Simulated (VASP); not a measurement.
# Ge7Au (P-43m) in VASP: a series of runs, part 2 of 2

VASP 6.6.1. Earlier steps stand in the parts before.

**4. Single point, PBE (21.44 Å³/atom)**

This run uses another cell than the first one, of 21.44 Å³/atom.

INCAR

```
PREC = Accurate
ENCUT = 520
EDIFF = 1E-7
ISMEAR = 0
SIGMA = 0.1
LREAL = F
LASPH = T
NELM = 60
ALGO = Normal
ISIF = 2
LWAVE = F
LCHARG = T
GGA = PE
LELF = T
LVHAR = T
NBANDS = 64
```

KPOINTS

```
regular mesh
0
Gamma
  8 8 8
```

POSCAR

```
Ge7Au
1.0
    5.5560831270      0.0000000000      0.0000000000
    0.0000000000      5.5560831270      0.0000000000
    0.0000000000      0.0000000000      5.5560831270
Ge Au
7 1
Direct
    0.2522237258      0.2522237258      0.2522237258
    0.0000000000      0.5000000000      0.5000000000
    0.5000000000      0.5000000000      0.0000000000
    0.5000000000      0.0000000000      0.5000000000
    0.7477762742      0.2522237258      0.7477762742
    0.7477762742      0.7477762742      0.2522237258
    0.2522237258      0.7477762742      0.7477762742
    0.0000000000      0.0000000000      0.0000000000
```

Potentials or basis: VASP PAW PBE potentials, release 64 (Ge_d, Au).

Launch:

```bash
$ cat potpaw_PBE.64/Ge_d/POTCAR potpaw_PBE.64/Au/POTCAR > POTCAR
$ mpirun -np 1 vasp_std > vasp.out
```

OUTCAR:

```text
PREC = Accurate
   ENCUT = 520
   EDIFF = 1E-7
   ISMEAR = 0
   LREAL = F
   LASPH = T
   NELM = 60
   ISIF = 2
   GGA = PE

 ion  position               nearest neighbor table
   1  0.252  0.252  0.252-   2 2.40   3 2.40   4 2.40   8 2.43
   2  0.000  0.500  0.500-   1 2.40   5 2.40   6 2.40   7 2.40
   3  0.500  0.500  0.000-   1 2.40   5 2.40   6 2.40   7 2.40
   4  0.500  0.000  0.500-   1 2.40   5 2.40   6 2.40   7 2.40
   5  0.748  0.252  0.748-   2 2.40   3 2.40   4 2.40   8 2.43
   6  0.748  0.748  0.252-   2 2.40   3 2.40   4 2.40   8 2.43
   7  0.252  0.748  0.748-   2 2.40   3 2.40   4 2.40   8 2.43
[... 1821 lines left out ...]
  Total       10.5206807     10.5206807     10.5206807      0.0000000      0.0000000      0.0000000
  in kB       98.2761690     98.2761690     98.2761690      0.0000000      0.0000000      0.0000000
  external PRESSURE =      98.2761690 kB  Pullay stress =       0.0000000 kB

 VOLUME and BASIS-vectors are now :
 -----------------------------------------------------------------------------
  energy-cutoff  :      520.00
  volume of cell :      171.52
      direct lattice vectors                 reciprocal lattice vectors
     5.556083127  0.000000000  0.000000000     0.179982908  0.000000000  0.000000000
     0.000000000  5.556083127  0.000000000     0.000000000  0.179982908  0.000000000
     0.000000000  0.000000000  5.556083127     0.000000000  0.000000000  0.179982908

 POSITION                                       TOTAL-FORCE (eV/Angst)
 -----------------------------------------------------------------------------------
      1.40138      1.40138      1.40138        -0.003518     -0.003518     -0.003518
      0.00000      2.77804      2.77804         0.000000      0.000000     -0.000000
      2.77804      2.77804      0.00000         0.000000      0.000000      0.000000
      2.77804      0.00000      2.77804         0.000000      0.000000     -0.000000
      4.15471      1.40138      4.15471         0.003518     -0.003518      0.003518
      4.15471      4.15471      1.40138         0.003518      0.003518     -0.003518
      1.40138      4.15471      4.15471        -0.003518      0.003518      0.003518
      0.00000      0.00000      0.00000        -0.000000      0.000000      0.000000
 -----------------------------------------------------------------------------------
    total drift:                                0.000000      0.000000      0.000000

  FREE ENERGIE OF THE ION-ELECTRON SYSTEM (eV)
  ---------------------------------------------------
  free  energy   TOTEN  =       -33.6024641608 eV

  energy  without entropy=      -33.5935932882  energy(sigma->0) =      -33.59802872
```

OSZICAR:

```text
N       E                     dE             d eps       ncg     rms          rms(c)
DAV:   1     0.143570038073E+04    0.14357E+04   -0.49281E+04  5632   0.465E+03
DAV:   2     0.255094227774E+03   -0.11806E+04   -0.11425E+04  4480   0.125E+03
DAV:   3    -0.812409416622E+01   -0.26322E+03   -0.25484E+03  4592   0.284E+02
DAV:   4    -0.341803970089E+02   -0.26056E+02   -0.25529E+02  5192   0.957E+01
DAV:   5    -0.350083961546E+02   -0.82800E+00   -0.82579E+00  5056   0.195E+01    0.104E+01
DAV:   6    -0.337092128101E+02    0.12992E+01   -0.85362E+00  7096   0.181E+01    0.830E+00
DAV:   7    -0.336467867350E+02    0.62426E-01   -0.13202E+00  4944   0.535E+00    0.380E+00
DAV:   8    -0.336102296390E+02    0.36557E-01   -0.23457E-01  5208   0.429E+00    0.970E-01
DAV:   9    -0.336008304943E+02    0.93991E-02   -0.73992E-02  5208   0.334E+00    0.171E-01
DAV:  10    -0.336023094771E+02   -0.14790E-02   -0.11571E-02  6160   0.193E+00    0.118E-01
DAV:  11    -0.336024100843E+02   -0.10061E-03   -0.14677E-03  6320   0.560E-01    0.353E-02
DAV:  12    -0.336024572943E+02   -0.47210E-04   -0.25378E-04  5464   0.133E-01    0.926E-03
DAV:  13    -0.336024640788E+02   -0.67845E-05   -0.62960E-05  5168   0.600E-02    0.426E-03
DAV:  14    -0.336024640366E+02    0.42215E-07   -0.18136E-06  6080   0.101E-01    0.222E-03
DAV:  15    -0.336024642080E+02   -0.17141E-06   -0.11805E-06  5224   0.455E-02    0.922E-04
DAV:  16    -0.336024641592E+02    0.48807E-07   -0.12194E-06  4624   0.287E-02    0.434E-04
DAV:  17    -0.336024641608E+02   -0.16589E-08   -0.35573E-07  4056   0.683E-03
   1 F= -.33602464E+02 E0= -.33598029E+02  d E =-.887087E-02
```

stdout:

```text
POSCAR found type information on POSCAR GeAu
 POSCAR found :  2 types and       8 ions
 scaLAPACK will be used
 LDA part: xc-table for (Slater+PW92), standard interpolation
 POSCAR, INCAR and KPOINTS ok, starting setup
 FFT: planning ... GRIDC
 FFT: planning ... GRID_SOFT
 FFT: planning ... GRID
 WAVECAR not read
 entering main loop
```

It took 6.9 min on 1 thread of AMD EPYC 7R13, shared host; peak memory 0.4 GiB.

Results:

| Quantity | Value |
| --- | --- |
| Free energy | -33.6025 eV |
| Pressure | 9.8 GPa |
| Largest force | 0.006 eV/Å |
| Band gap on the k mesh | zero (an odd number of electrons rules out a gap without spin polarisation) |

Forces in eV/Å, atoms in the order of the input:
```
Ge  -0.004 -0.004 -0.004
Ge   0.000  0.000  0.000
Ge   0.000  0.000  0.000
Ge   0.000  0.000  0.000
Ge   0.004 -0.004  0.004
Ge   0.004  0.004 -0.004
Ge  -0.004  0.004  0.004
Au   0.000  0.000  0.000
```

Caveat: the cell stands under pressure; spin-orbit coupling is left out, which moves the levels of the heavy elements.

**5. The runs side by side**

```csv
cell,k mesh,smearing,gap on the mesh (eV),pressure (GPa),largest force (eV/Å)
"a = 5.798 Å, 8 atoms, atomic positions A",4 × 4 × 4,gaussian 0.1 eV,none,0.1,-
"a = 5.798 Å, 8 atoms, atomic positions A",4 × 4 × 4,gaussian 0.2 eV,none,0.0,0.01
"a = 5.556 Å, 8 atoms, atomic positions B",8 × 8 × 8,gaussian 0.1 eV,none,9.8,0.01
```

Alike in all rows: task single point; level PBE; potentials or basis VASP PAW PBE potentials, release 64 (Ge_d, Au); no spin polarisation; cutoff (eV) 520.

Caveats: spin-orbit coupling is left out, which moves the levels of the heavy elements; the cell stands under pressure (at least some runs).

Total energies depend on the potentials used, so only differences within one code and one set of settings carry meaning.
